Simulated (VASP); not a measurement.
C: single point with PBE

Crystal: C.

```xyz
8
Lattice="0.0000 3.0831 3.0831 3.0831 0.0000 3.0831 3.0831 3.0831 0.0000" Properties=species:S:1:pos:R:3 pbc="T T T"
C     0.0000    0.0000    0.0000
C     1.5416    1.5416    0.0000
C     4.6247    3.0831    1.5416
C     3.0831    1.5416    1.5416
C     3.0831    4.6247    1.5416
C     1.5416    3.0831    1.5416
C     4.6247    4.6247    3.0831
C     3.0831    3.0831    3.0831
```

| Property | Result |
| --- | --- |
| Program | VASP 6.6.1 |
| Task | single point |
| Functional | PBE |
| Potentials or basis | VASP PAW PBE potentials, release 64 (C) |
| Cutoff | 520 eV |
| k mesh | 6 × 6 × 6 |
| Occupations | gaussian, width 0.1 eV |
| Spin | no spin polarisation |
| Dipole correction | no |
| Further INCAR settings | ALGO = Normal; EDIFF = 1e-07; NBANDS = 26 |

* Pressure: 0.1 GPa
* Band gap on the k mesh: zero (bands 16 and 17 overlap by 2.67 eV)

Levels at points of the mesh, in eV from the Fermi level:
```
           k point  band 12  band 13  band 14  band 15  band 16  band 17  band 18  band 19  band 20  band 21
(0.00, 0.00, 0.00)    -6.61    -5.42    -5.42    -5.42     2.36     2.36     2.36     2.36     2.36     2.36
(0.50, 0.00, 0.00)    -3.74    -3.74    -3.74     1.51     1.51     1.51     1.51     1.51     1.51     1.64
(0.50, 0.50, 0.00)    -3.37    -0.40    -0.40    -0.31    -0.31    -0.31    -0.31    -0.31    -0.31    -0.31
```

It took 17 s on 1 thread of AMD EPYC 7R43 64-Core Processor (Zen 3), on a shared host, peak memory 0.13 GiB.
